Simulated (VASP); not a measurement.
A run of VASP 6.6.1 is set up as follows.

The input INCAR:

```
ALGO = Normal ; EDIFF = 1E-6
ENCUT = 520 ; ISIF = 2
ISMEAR = 0 ; LASPH = T
LCHARG = F ; LREAL = F
LWAVE = F ; NBANDS = 9
NELM = 80 ; PREC = Accurate
SIGMA = 0.15
```

The input KPOINTS:

```
k-points
0
Gamma
  16 16 16
```

The input POSCAR:

```
Se
1.0
    2.8105630200      0.0000000000      0.0000000000
    0.0000000000      2.8105630200      0.0000000000
    0.0000000000      0.0000000000      2.8808270955
Se
1
Direct
    0.0000000000      0.0000000000      0.0000000000
```

Potentials or basis: VASP PAW LDA potentials, release 64 (Se).

Launch:

```sh
$ cat potpaw_LDA.64/Se/POTCAR > POTCAR
$ mpirun -np 1 vasp_std > vasp.out
```

Problem. Estimate the band gap on the k mesh.

Solution. Zero (bands 3 and 4 overlap by 6.00 eV).

Problem. Estimate the pressure.

Solution. -4.9 GPa.

Stress tensor (GPa, compression positive):
```
-4.51  0.00  0.00
 0.00 -4.51  0.00
 0.00  0.00 -5.72
```

Caveat: the cell differs from its parent crystal (strain +0.0250 x Voigt [0, 0, 1, 0, 0, 0]); the cell stands under tension.
